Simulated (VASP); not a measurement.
# BN (ae) (R3m) in VASP: single point with PBEsol

Aim: the single point of BN (ae) with PBEsol.

Everything below comes from runs of VASP 6.6.1. Logs are shortened: lines on timing, memory, paths and dates and some standing lists are left out, and cuts for length are marked.

**1. The cell of the first run**

It takes space group R3m (No. 160, trigonal). Conventional cell: a = 2.575 Å, b = 2.575 Å, c = 6.234 Å, α = 90.00°, β = 90.00°, γ = 120.00°. B (site symmetry 3m) has 4 N at 1.56 to 1.57 Å within 2.1 Å. N (site symmetry 3m) has 4 B at 1.56 to 1.57 Å within 2.1 Å.

**2. Single point, PBEsol**

Input file INCAR:

```
PREC = Accurate ; ENCUT = 600
EDIFF = 1E-6 ; ISMEAR = 0
SIGMA = 0.01 ; LREAL = F
LASPH = T ; NELM = 120
ALGO = Normal ; ISIF = 2
LWAVE = F ; LCHARG = F
GGA = PS ; NBANDS = 11
GGA_COMPAT = F
```

Input file KPOINTS:

```
regular mesh
0
Gamma
  9 9 9
```

Input file POSCAR:

```
BN
1.0
   -0.0139711365      1.8066028367      1.8066028367
    1.8066028367     -0.0139711365      1.8066028367
    1.8066028367      1.8066028367     -0.0139711365
B N
1 1
Direct
   -0.0000807545     -0.0000807545     -0.0000807545
    0.2500807545      0.2500807545      0.2500807545
```

Potentials or basis: VASP PAW PBE potentials, release 64 (B, N).

Started as:

```bash
$ cat potpaw_PBE.64/B/POTCAR potpaw_PBE.64/N/POTCAR > POTCAR
$ mpirun -np 1 vasp_std > vasp.out
```

OUTCAR:

```text
PREC = Accurate
   ENCUT = 600
   EDIFF = 1E-6
   ISMEAR = 0
   LREAL = F
   LASPH = T
   NELM = 120
   ISIF = 2
   GGA = PS

 ion  position               nearest neighbor table
   1  1.000  1.000  1.000-   2 1.56   2 1.57   2 1.57   2 1.57
   2  0.250  0.250  0.250-   1 1.56   1 1.57   1 1.57   1 1.57

  LATTYP: Found a trigonal (rhomboedric) cell.
 ALAT       =     2.5549604325
 COS(alpha) =     0.4922519058

  Lattice vectors:

 A1 = (  -0.0139711365,   1.8066028367,   1.8066028367)
 A2 = (   1.8066028367,  -0.0139711365,   1.8066028367)
 A3 = (   1.8066028367,   1.8066028367,  -0.0139711365)

Analysis of symmetry for initial positions (statically):
=====================================================================
 Subroutine PRICEL returns:
 Original cell was already a primitive cell.

 Routine SETGRP: Setting up the symmetry group for a
 trigonal (rhombohedral) supercell.

 Subroutine GETGRP returns: Found  6 space group operations
 (whereof  6 operations were pure point group operations)
 out of a pool of 12 trial point group operations.

The static configuration has the point symmetry C_3v.

Analysis of symmetry for dynamics (positions and initial velocities):
=====================================================================
 Subroutine PRICEL returns:
 Original cell was already a primitive cell.

 Routine SETGRP: Setting up the symmetry group for a
 trigonal (rhombohedral) supercell.

 Subroutine GETGRP returns: Found  6 space group operations
 (whereof  6 operations were pure point group operations)
 out of a pool of 12 trial point group operations.

The dynamic configuration has the point symmetry C_3v.

 Subroutine INISYM returns: Found  6 space group operations
 (whereof  6 operations are pure point group operations),
 and found     1 'primitive' translations

----------------------------------------------------------------------------------------

                                     Primitive cell

  volume of cell :      11.9296

  direct lattice vectors                    reciprocal lattice vectors
    -0.013971137  1.806602837  1.806602837    -0.273572598  0.275704726  0.275704726
     1.806602837 -0.013971137  1.806602837     0.275704726 -0.273572598  0.275704726
     1.806602837  1.806602837 -0.013971137     0.275704726  0.275704726 -0.273572598

  length of vectors
     2.554960433  2.554960433  2.554960433     0.476306790  0.476306790  0.476306790

  position of ions in fractional coordinates (direct lattice)
     0.999919246  0.999919246  0.999919246
     0.250080754  0.250080754  0.250080754

  ion indices of the primitive-cell ions
   primitive index   ion index
                 1           1
                 2           2

----------------------------------------------------------------------------------------

 KPOINTS: regular mesh

Automatic generation of k-mesh.
 Grid dimensions read from file:
 generate k-points for:    9    9    9

 Generating k-lattice:

  Cartesian coordinates                     Fractional coordinates (reciprocal lattice)
    -0.030396955  0.030633858  0.030633858     0.111111111  0.000000000  0.000000000
     0.030633858 -0.030396955  0.030633858     0.000000000  0.111111111  0.000000000
     0.030633858  0.030633858 -0.030396955     0.000000000  0.000000000  0.111111111

  Length of vectors
     0.052922977  0.052922977  0.052922977

  Shift w.r.t. Gamma in fractional coordinates (k-lattice)
     0.000000000  0.000000000  0.000000000

 Subroutine IBZKPT returns following result:
 ===========================================

 Found     85 irreducible k-points:

 Following reciprocal coordinates:
            Coordinates               Weight
  0.000000  0.000000  0.000000      1.000000
  0.111111  0.000000  0.000000      6.000000
  0.222222  0.000000  0.000000      6.000000
  0.333333  0.000000  0.000000      6.000000
  0.444444  0.000000  0.000000      6.000000
  0.111111  0.111111 -0.000000      6.000000
[... 16 lines left out ...]
 -0.333333  0.333333  0.000000      6.000000
  0.444444  0.444444  0.000000      6.000000
 [... further k-points ...]
   k-points           NKPTS =     85   k-points in BZ     NKDIM =     85   number of bands    NBANDS=     11
   number of dos      NEDOS =    301   number of ions     NIONS =      2
   total plane-waves  NPLWV =   8000
   dimension x,y,z NGX =    20 NGY =   20 NGZ =   20
   dimension x,y,z NGXF=    40 NGYF=   40 NGZF=   40
   ions per type =               1   1
   NGX,Y,Z   is equivalent  to a cutoff of  13.01, 13.01, 13.01 a.u.
   NGXF,Y,Z  is equivalent  to a cutoff of  26.03, 26.03, 26.03 a.u.
 SYSTEM =  unknown system
   PREC   = accura    normal or accurate (medium, high low for compatibility)
   ISTART =      0    job   : 0-new  1-cont  2-samecut
   ICHARG =      2    charge: 1-file 2-atom 10-const
   ISPIN  =      1    spin polarized calculation?
   LNONCOLLINEAR =      F non collinear calculations
   LSORBIT =      F    spin-orbit coupling
   LASPH  =      T    aspherical Exc in radial PAW
   ENCUT  =  600.0 eV  44.10 Ry    6.64 a.u.   5.10  5.10  5.10*2*pi/ulx,y,z
   NELM   =    120;   NELMIN=  2; NELMDL= -5     # of ELM steps
   EDIFF  = 0.1E-05   stopping-criterion for ELM
   LREAL  =      F    real-space projection
   EDIFFG = 0.1E-04   stopping-criterion for IOM
   NSW    =      0    number of steps for IOM
   IBRION =     -1    ionic relax: 0-MD 1-quasi-New 2-CG
   NFREE  =      0    steps in history (QN), initial steepest desc. (CG)
   ISIF   =      2    stress and relaxation
   ISYM   =      2    0-nonsym 1-usesym 2-fastsym
   POTIM  = 0.5000    time-step for ionic-motion
   TEBEG  =    0.0;   TEEND  =   0.0 temperature during run
   PSTRESS=    0.0 pullay stress
   NELECT =       8.0000    total number of electrons
   NUPDOWN=      -1.0000    fix difference up-down
   EMIN   =  10.00;   EMAX   =-10.00  energy-range for DOS
   EFERMI =   0.00;   METHOD = LEGACY
   ISMEAR =     0;   SIGMA  =   0.01  broadening in eV -4-tet -1-fermi 0-gaus
   EFERMI_NEDOS =   21; number of points for ismear=-14 and -15
   IALGO  =     38    algorithm
   IMIX   =      4    mixing-type and parameters
     AMIX     =   0.40;   BMIX     =  1.00
     AMIX_MAG =   1.60;   BMIX_MAG =  1.00
  volume/ion in A,a.u.               =       5.96        40.25
  Fermi-wavevector in a.u.,A,eV,Ry     =   1.432944  2.707872 27.937231  2.053329
  Thomas-Fermi vector in A             =   2.552516
   LORBIT       =      0    0 simple, 1 ext, 2 COOP (PROOUT), +10 PAW based schemes
   GGA     = PS    functional components
   LHFCALC =     F    Hartree Fock is set to
   AEXX    =    0.0000 exact exchange contribution
   IVDW    =     0    specifies the selected vdW correction
   LEPSILON=     F    determine dielectric tensor
   LRPA    =     F    only Hartree local field effects (RPA)
 non-spin polarized calculation
 Gauss-broadening in eV      SIGMA  =   0.01
  energy-cutoff  :      600.00
  volume of cell :       11.93
 maximum number of plane-waves:       411
   NGX = 11   NGY = 11   NGZ = 11

 number of electron       7.9999999 magnetization

 Free energy of the ion-electron system (eV)
  ---------------------------------------------------
  ext. energy  EPLUGINS =         0.00000000
  ---------------------------------------------------
  free energy    TOTEN  =       -18.34433502 eV

  energy without entropy =      -18.34433502  energy(sigma->0) =      -18.34433502

 E-fermi :   7.4870     XC(G=0): -12.9672

 val. band max:        7.2769008043   @ k =   0.0000   0.0000   0.0000
 cond. band min:      11.6580540621   @ k =   0.4444   0.4444   0.0000
 fundamental gap:      4.3811532578
 Fermi energy:         7.4870222190

 k-point     1 :       0.0000    0.0000    0.0000
  band No.  band energies     occupation
      1     -12.9001      2.00000
      2       7.2201      2.00000
      3       7.2201      2.00000
      4       7.2769      2.00000
      5      15.8551      0.00000
      6      15.8551      0.00000
      7      16.0974      0.00000
      8      17.4042      0.00000
      9      31.5619      0.00000
     10      34.8056      0.00000
     11      34.8057      0.00000

 k-point     2 :       0.1111    0.0000    0.0000
  band No.  band energies     occupation
      1     -12.6028      2.00000
      2       5.6814      2.00000
      3       6.9215      2.00000
      4       6.9657      2.00000
      5      16.1880      0.00000
      6      16.3137      0.00000
      7      16.6043      0.00000
      8      18.3125      0.00000
      9      31.1952      0.00000
     10      31.8351      0.00000
     11      32.0210      0.00000

 k-point     3 :       0.2222    0.0000    0.0000
  band No.  band energies     occupation
      1     -11.7324      2.00000
      2       2.5606      2.00000
      3       6.2882      2.00000
      4       6.3154      2.00000
      5      16.6439      0.00000
      6      17.1853      0.00000
      7      17.4421      0.00000
      8      20.1405      0.00000
      9      30.4034      0.00000
     10      30.4644      0.00000
     11      30.7773      0.00000

 k-point     4 :       0.3333    0.0000    0.0000
  band No.  band energies     occupation
      1     -10.3875      2.00000
      2      -0.6478      2.00000
      3       5.7084      2.00000
      4       5.7168      2.00000
      5      17.0142      0.00000
      6      17.6774      0.00000
      7      17.9071      0.00000
      8      21.5002      0.00000
      9      30.0644      0.00000
     10      31.1927      0.00000
     11      31.5815      0.00000
[... 239 lines left out ...]
 k-point    22 :      -0.4444    0.3333   -0.0000
  band No.  band energies     occupation
      1      -7.4751      2.00000
      2      -1.2127      2.00000
      3       0.4896      2.00000
      4       3.1601      2.00000
      5      13.8462      0.00000
      6      19.1879      0.00000
      7      22.9379      0.00000
      8      23.4065      0.00000
      9      26.3601      0.00000
     10      33.5069      0.00000
     11      35.3382      0.00000

 k-point    23 :      -0.3333    0.3333    0.0000
  band No.  band energies     occupation
      1      -7.5835      2.00000
      2      -1.1612      2.00000
      3      -0.1328      2.00000
      4       3.8155      2.00000
      5      14.9828      0.00000
      6      21.3321      0.00000
      7      21.7504      0.00000
      8      23.0567      0.00000
      9      25.1217      0.00000
     10      32.0832      0.00000
     11      33.6974      0.00000

 k-point    24 :       0.4444    0.4444    0.0000
  band No.  band energies     occupation
      1      -7.6908      2.00000
      2      -1.2116      2.00000
      3       2.3746      2.00000
      4       2.5228      2.00000
      5      11.6581      0.00000
      6      16.3910      0.00000
      7      24.6446      0.00000
      8      24.6460      0.00000
      9      27.4991      0.00000
     10      34.2033      0.00000
     11      40.8592      0.00000

 [... further k-points ...]
[... 5 lines left out ...]
  --------------------------------------------------------------------------------------
  -------------------------------------------------------------------------------------
  Total       -0.4698665     -0.4698665     -0.4698665      0.2536949      0.2536949      0.2536949
  in kB      -63.1042046    -63.1042046    -63.1042046     34.0718288     34.0718288     34.0718288
  external PRESSURE =     -63.1042046 kB  Pullay stress =       0.0000000 kB

 VOLUME and BASIS-vectors are now :
 -----------------------------------------------------------------------------
  energy-cutoff  :      600.00
  volume of cell :       11.93
      direct lattice vectors                 reciprocal lattice vectors
    -0.013971137  1.806602837  1.806602837    -0.273572598  0.275704726  0.275704726
     1.806602837 -0.013971137  1.806602837     0.275704726 -0.273572598  0.275704726
     1.806602837  1.806602837 -0.013971137     0.275704726  0.275704726 -0.273572598

 POSITION                                       TOTAL-FORCE (eV/Angst)
 -----------------------------------------------------------------------------------
      3.59894      3.59894      3.59894        -0.003105     -0.003105     -0.003105
      0.90010      0.90010      0.90010         0.003105      0.003105      0.003105
 -----------------------------------------------------------------------------------
    total drift:                               -0.000004     -0.000004     -0.000004

  FREE ENERGIE OF THE ION-ELECTRON SYSTEM (eV)
  ---------------------------------------------------
  free  energy   TOTEN  =       -18.3443350244 eV

  energy  without entropy=      -18.3443350244  energy(sigma->0) =      -18.34433502
```

Run time: 20 s. Hardware: 1 thread of Intel Xeon 8259CL, shared host; peak memory 0.12 GiB.

What came out:

| Item | Value |
| --- | --- |
| Free energy | -18.3443 eV |
| Pressure | -6.3 GPa |
| Largest force | 0.005 eV/Å |
| Band gap on the k mesh | 4.38 eV, indirect (least direct gap 8.58 eV) |

Forces in eV/Å, atoms in the order of the input:
```
B   -0.003 -0.003 -0.003
N    0.003  0.003  0.003
```

Caveat: the PAW data sets were made with another functional, which shifts forces and pressure a little.
